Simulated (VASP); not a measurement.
Wanted: the native input for a VASP 6.6.1 run.

```yaml
Task: single point
Functional: BLYP
Dispersion: D3(BJ)
Potentials_or_basis: VASP PAW PBE potentials, release 64 (W_sv, C)
Cutoff: 520 eV
k_mesh: 10 × 10 × 10
Occupations: fermi-dirac, width 0.05 eV
Spin: no spin polarisation
Dipole_correction: no
Further_INCAR_settings: ALGO = Normal; EDIFF = 1e-06; NBANDS = 16
```

The structure of WC lies in POSCAR:

```
WC
1.0
    0.0000000000      2.1817195142      2.1817195142
    2.1817195142      0.0000000000      2.1817195142
    2.1817195142      2.1817195142      0.0000000000
W C
1 1
Direct
    0.0000000000      0.0000000000      0.0000000000
    0.5000000000      0.5000000000      0.5000000000
```

These files were run (other wordings do the same):

INCAR

```
SYSTEM = WC
AGGAC = 1.0 ; AGGAX = 1.0
ALDAC = 0.0 ; ALDAX = 1.0
ALGO = Normal ; EDIFF = 1E-6
ENCUT = 520 ; GGA = B5
ISIF = 2 ; ISMEAR = -1
IVDW = 12 ; LASPH = .True.
LCHARG = .True. ; LELF = .True.
LREAL = .False. ; LVHAR = .True.
LWAVE = .False. ; NBANDS = 16
NELM = 100 ; PREC = Accurate
SIGMA = 0.05 ; VDW_A1 = 0.4298
VDW_A2 = 4.2359 ; VDW_S6 = 1.0
VDW_S8 = 2.6996
```

KPOINTS

```
k-points
0
Gamma
  10 10 10
  0 0 0
```

Potentials or basis: VASP PAW PBE potentials, release 64 (W_sv, C).

Launch:

```sh
$ cat potpaw_PBE.64/W_sv/POTCAR potpaw_PBE.64/C/POTCAR > POTCAR
$ mpirun -np 1 vasp_std > vasp.out
```

It gave:

```yaml
Pressure: 2.3 GPa
Band_gap_on_the_k_mesh: zero (bands 9 and 10 overlap by 3.18 eV)
Dispersion_energy_per_atom: -1.074 eV
```

Caveat: the dispersion term is far too large for a dense solid, which distorts pressure and volume; the PAW data sets were made with another functional, which shifts forces and pressure a little; spin-orbit coupling is left out, which moves the levels of the heavy elements.

Run time: 25 s on 1 thread of Intel Xeon 8259CL, with other jobs on the host, peak memory 0.16 GiB.
